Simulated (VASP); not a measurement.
# CaAl4O (P4/mmm) in VASP: further runs, part 3 of 3

VASP 6.6.1. Earlier steps stand in the parts before.

### 5 Relaxation of cell and atoms, PBE

INCAR

```
ALGO = Normal
EDIFF = 1E-6
EDIFFG = -0.04
ENCUT = 600
GGA = PE
IBRION = 2
ISIF = 3
ISMEAR = 0
LASPH = True
LCHARG = False
LREAL = False
LWAVE = False
NELM = 60
NSW = 90
PREC = Accurate
SIGMA = 0.1
```

KPOINTS

```
k-points
0
Gamma
  4 4 4
```

POSCAR

```
CaAl4O
1.0
    4.3935643300      0.0000000000      0.0000000000
    0.0000000000      4.3935643300      0.0000000000
    0.0000000000      0.0000000000      6.1955113000
Ca Al O
1 4 1
Direct
    0.5000000000      0.5000000000      0.5000000000
    0.5000000000      0.0000000000      0.7490356600
    0.0000000000      0.5000000000      0.2509643400
    0.5000000000      0.0000000000      0.2509643400
    0.0000000000      0.5000000000      0.7490356600
    0.0000000000      0.0000000000      0.0000000000
```

Potentials or basis: VASP PAW PBE potentials, release 64 (Ca_sv, Al, O).

Launch:

```bash
> cat potpaw_PBE.64/Ca_sv/POTCAR potpaw_PBE.64/Al/POTCAR potpaw_PBE.64/O/POTCAR > POTCAR
> mpirun -np 1 vasp_std > vasp.out
```

OUTCAR:

```text
EDIFF = 1E-6
   EDIFFG = -0.04
   ENCUT = 600
   GGA = PE
   IBRION = 2
   ISIF = 3
   ISMEAR = 0
   LASPH = True
   LREAL = False
   NELM = 60
   NSW = 90
   PREC = Accurate

 ion  position               nearest neighbor table
   1  0.500  0.500  0.500-   2 2.68   3 2.68   4 2.68   5 2.68   2 2.68   4 2.68   3 2.68   5 2.68

   2  0.500  0.000  0.749-   1 2.68   1 2.68   4 3.09   5 3.11   5 3.11   5 3.11   5 3.11   4 3.11

   3  0.000  0.500  0.251-   1 2.68   1 2.68   5 3.09   4 3.11   4 3.11   4 3.11   4 3.11   5 3.11

   4  0.500  0.000  0.251-   1 2.68   1 2.68   2 3.09   3 3.11   3 3.11   3 3.11   3 3.11   2 3.11

   5  0.000  0.500  0.749-   1 2.68   1 2.68   3 3.09   2 3.11   2 3.11   2 3.11   2 3.11   3 3.11

   6  0.000  0.000  0.000-

  LATTYP: Found a simple tetragonal cell.
 ALAT       =     4.3935643300
 C/A-ratio  =     1.4101332847

  Lattice vectors:

 A1 = (   4.3935643300,   0.0000000000,   0.0000000000)
 A2 = (   0.0000000000,   4.3935643300,   0.0000000000)
 A3 = (   0.0000000000,   0.0000000000,   6.1955113000)

Analysis of symmetry for initial positions (statically):
=====================================================================
 Subroutine PRICEL returns:
 Original cell was already a primitive cell.

 Routine SETGRP: Setting up the symmetry group for a
 simple tetragonal supercell.

 Subroutine GETGRP returns: Found 16 space group operations
 (whereof 16 operations were pure point group operations)
 out of a pool of 16 trial point group operations.

The static configuration has the point symmetry D_4h.

[... 244 lines left out ...]

 E-fermi :   3.6459     XC(G=0):  -8.6234

 val. band max:        3.5630362278   @ k =   0.0000   0.0000   0.5000
 cond. band min:       3.6504844630   @ k =   0.5000   0.2500   0.0000
 fundamental gap:      0.0874482353
 Fermi energy:         3.6459240766

 k-point     1 :       0.0000    0.0000    0.0000
  band No.  band energies     occupation
      1     -37.3750      2.00000
      2     -18.4394      2.00000
      3     -18.4394      2.00000
      4     -18.3820      2.00000
      5     -14.1151      2.00000
      6      -3.4074      2.00000
[... 400 lines left out ...]
  FREE ENERGIE OF THE ION-ELECTRON SYSTEM (eV)
  ---------------------------------------------------
  free  energy   TOTEN  =       -21.5385347216 eV

  energy  without entropy=      -21.5155955525  energy(sigma->0) =      -21.52706514

[... ionic steps 4 to 8 ...]

--------------------------------------- Ionic step        9  -------------------------------------------

 number of electron      28.0000013 magnetization

------------------------ aborting loop because EDIFF is reached ----------------------------------------
[... 75 lines left out ...]
--------------------------------------- Ionic step       11  -------------------------------------------

 number of electron      28.0000012 magnetization

 Free energy of the ion-electron system (eV)
  ---------------------------------------------------
  ext. energy  EPLUGINS =         0.00000000
  ---------------------------------------------------
  free energy    TOTEN  =       -22.96965523 eV

  energy without entropy =      -22.96191003  energy(sigma->0) =      -22.96578263

 E-fermi :   5.2130     XC(G=0):  -9.2931

 val. band max:        5.1871290175   @ k =   0.5000   0.0000   0.2500
 cond. band min:       5.2937364217   @ k =   0.0000   0.0000   0.2500
 fundamental gap:      0.1066074042
 Fermi energy:         5.2130103508

 k-point     1 :       0.0000    0.0000    0.0000
  band No.  band energies     occupation
      1     -35.8943      2.00000
      2     -16.9259      2.00000
      3     -16.9259      2.00000
      4     -16.8965      2.00000
      5     -14.3495      2.00000
      6      -3.0205      2.00000
[... 400 lines left out ...]
  FREE ENERGIE OF THE ION-ELECTRON SYSTEM (eV)
  ---------------------------------------------------
  free  energy   TOTEN  =       -22.9696552315 eV

  energy  without entropy=      -22.9619100325  energy(sigma->0) =      -22.96578263

 reached required accuracy - stopping structural energy minimisation
```

OSZICAR:

```text
N       E                     dE             d eps       ncg     rms          rms(c)
DAV:   1     0.156656078285E+03    0.15666E+03   -0.12956E+04   648   0.150E+03
DAV:   2    -0.623231287583E+01   -0.16289E+03   -0.15969E+03   818   0.303E+02
DAV:   3    -0.211794210128E+02   -0.14947E+02   -0.14510E+02  1126   0.687E+01
DAV:   4    -0.218142217526E+02   -0.63480E+00   -0.62840E+00   888   0.137E+01
[... 117 lines left out ...]
DAV:   1    -0.229708078257E+02   -0.23042E-02   -0.12258E-01   670   0.287E+00    0.234E-01
DAV:   2    -0.229700214929E+02    0.78633E-03   -0.24226E-03   824   0.416E-01    0.135E-01
DAV:   3    -0.229696663405E+02    0.35515E-03   -0.10723E-03   824   0.230E-01    0.252E-02
DAV:   4    -0.229696552143E+02    0.11126E-04   -0.14499E-04   970   0.649E-02    0.165E-02
DAV:   5    -0.229696552315E+02   -0.17206E-07   -0.81542E-06   848   0.204E-02
  11 F= -.22969655E+02 E0= -.22965783E+02  d E =-.453149E-02
```

CONTCAR:

```text
CaAl4O
   1.00000000000000
     3.8989641905563075    0.0000000000000000    0.0000000000000000
     0.0000000000000000    3.8989641905563075   -0.0000000000000000
     0.0000000000000000    0.0000000000000000    7.8644048606627548
  Ca              Al              O
     1     4     1
Direct
     0.5000000000000000    0.5000000000000000    0.5000000000000000
     0.5000000000000000    0.0000000000000000    0.8180886106768774
     0.0000000000000000    0.5000000000000000    0.1819113893231226
     0.5000000000000000    0.0000000000000000    0.1819113893231226
     0.0000000000000000    0.5000000000000000    0.8180886106768774
     1.0000000000000000    0.0000000000000000    0.0000000000000000

  0.00000000E+00  0.00000000E+00  0.00000000E+00
  0.00000000E+00  0.00000000E+00  0.00000000E+00
  0.00000000E+00  0.00000000E+00  0.00000000E+00
  0.00000000E+00  0.00000000E+00  0.00000000E+00
  0.00000000E+00  0.00000000E+00  0.00000000E+00
  0.00000000E+00  0.00000000E+00  0.00000000E+00
```

It took 2.8 min on 1 thread of Intel Xeon 6975P-C (Granite Rapids), shared host; peak memory 0.27 GiB.

What came out:

```
Free energy                            : -22.9697 eV
Relaxed volume                         : 19.93 Å³/atom
Relaxed cell                           : a = 3.899 Å, b = 3.899 Å, c = 7.864 Å, α = 90.00°, β = 90.00°, γ = 90.00°
Space group after relaxing (to 0.05 Å) : P4/mmm (No. 123)
Energy gained by relaxing              : 669.8 meV/atom
Ionic steps                            : 11
Pressure after relaxing                : 0.1 GPa
Largest force after relaxing           : 0.006 eV/Å
Band gap on the k mesh                 : zero (band 14 reaches 6.14 eV, above the bottom of band 15 at 3.29 eV)
```

Forces in eV/Å, atoms in the order of the input:
```
Ca   0.000  0.000  0.000
Al   0.000  0.000 -0.006
Al   0.000  0.000  0.006
Al   0.000  0.000  0.006
Al   0.000  0.000 -0.006
O    0.000  0.000  0.000
```

Step by step:
```tsv
step	energy change (eV)	largest force (eV/Å)	pressure (GPa)	volume (Å³)
1	0.0000	2.0260	3.65	119.59
2	-1.1406	1.4569	-0.76	127.44
3	-2.5879	0.9068	-6.85	145.31
4	-3.5812	0.4996	-5.30	134.22
5	-3.9654	0.0256	-2.47	125.77
6	-3.9853	0.2194	-1.19	123.17
7	-3.9857	0.1820	-1.46	123.67
8	-4.0100	0.1199	-0.58	121.34
9	-4.0145	0.0757	0.03	119.87
10	-4.0179	0.0396	0.04	119.70
11	-4.0190	0.0058	0.05	119.55
```

Final structure:
```
Ca Al O
1.0
     3.89896    0.00000    0.00000
     0.00000    3.89896    0.00000
     0.00000    0.00000    7.86440
Ca Al O
1 4 1
Cartesian
  1.9495 1.9495 3.9322
  1.9495 0.0000 6.4338
  0.0000 1.9495 1.4306
  1.9495 0.0000 1.4306
  0.0000 1.9495 6.4338
  3.8990 0.0000 0.0000
```

### 6 Overview

| task | spin | cell | k mesh | cutoff (eV) | gap on the mesh (eV) | pressure (GPa) | largest force (eV/Å) |
| --- | --- | --- | --- | --- | --- | --- | --- |
| single point | off | a = 4.394, b = 4.394, c = 6.196 Å, 6 atoms | 4 × 4 × 4 | 520 | none | 3.7 | 2.03 |
| single point | off | a = 3.898, b = 3.898, c = 7.903 Å, 6 atoms | 4 × 4 × 4 | 520 | none | -0.1 | - |
| single point | collinear, ferromagnetic start | a = 3.898, b = 3.898, c = 7.903 Å, 6 atoms | 4 × 4 × 2 | 520 | none | -0.1 | 0.06 |
| relaxation of cell and atoms | off | relaxed from a = 4.394, b = 4.394, c = 6.196 Å, 6 atoms | 4 × 4 × 4 | 600 | none | 0.1 | 0.01 |

Alike in all rows: level PBE; potentials or basis VASP PAW PBE potentials, release 64 (Ca_sv, Al, O); smearing gaussian 0.1 eV.

Caveats: some runs use coarse meshes; forces of over 1 eV/Å act on the atoms, so gaps and moduli don't describe the material at rest (some runs).

Absolute energies hang on the potentials; compare differences alone.
